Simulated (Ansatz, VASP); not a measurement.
One calculation of Cu5AgIr4RuRh, two programs

```xyz
12
Lattice="-3.8304 -3.8264 -0.0245 0.0507 3.7997 3.7765 -3.8209 3.7923 -3.8198" Properties=species:S:1:pos:R:3 pbc="T T T"
Cu    0.0314    3.7680    3.7479
Cu   -5.7277   -0.0411   -1.9546
Cu   -3.8240    1.8287   -1.9417
Cu   -3.7589    0.0359   -0.0071
Cu   -1.8596    3.8474    1.9298
Ru   -1.8592    1.9793    0.0047
Rh   -5.7293    1.8570   -3.8023
Ag   -5.7220    1.8148   -0.0242
Ir   -1.8908    0.0162    1.8380
Ir   -0.0004    1.8763    1.8297
Ir   -3.7990    3.7207   -0.1026
Ir   -3.7550    1.9586    1.9314
```

Alike in both runs: functional PBE; k mesh 5 × 5 × 3; occupations gaussian, width 0.1 eV; no spin polarisation.

Ansatz relaxed the structure, and its values are those at the end. VASP's run is a single point on that final structure, the one shown.

```csv
,VASP,Ansatz
version,VASP 6.6.1,Ansatz 0.2.0
potentials or method,"VASP PAW PBE potentials, release 64 (Cu, Ru_pv, Rh_pv, Ag, Ir), cutoff 520 eV","scalar-relativistic, plane waves, PAW"
valence electrons in the cell,131,215
```

|  | VASP | Ansatz | Ansatz less VASP |
| --- | --- | --- | --- |
| gap on the k mesh at the Fermi level (eV) | none | none | - |
| pressure (GPa) | 0.2 | -0.1 | -0.29 |
| rms of the force components (eV/Å) | 0.008 | 0.006 | -0.0018 |

A gap of «none» marks a metal or a gap that the smearing closes. The functional is the same, so the differences come from potentials, cutoffs and numerics. VASP's potentials hold 131 valence electrons a cell and Ansatz's 215, so a difference there can come from the potentials and not from the codes.

Neither program's run includes spin-orbit coupling.
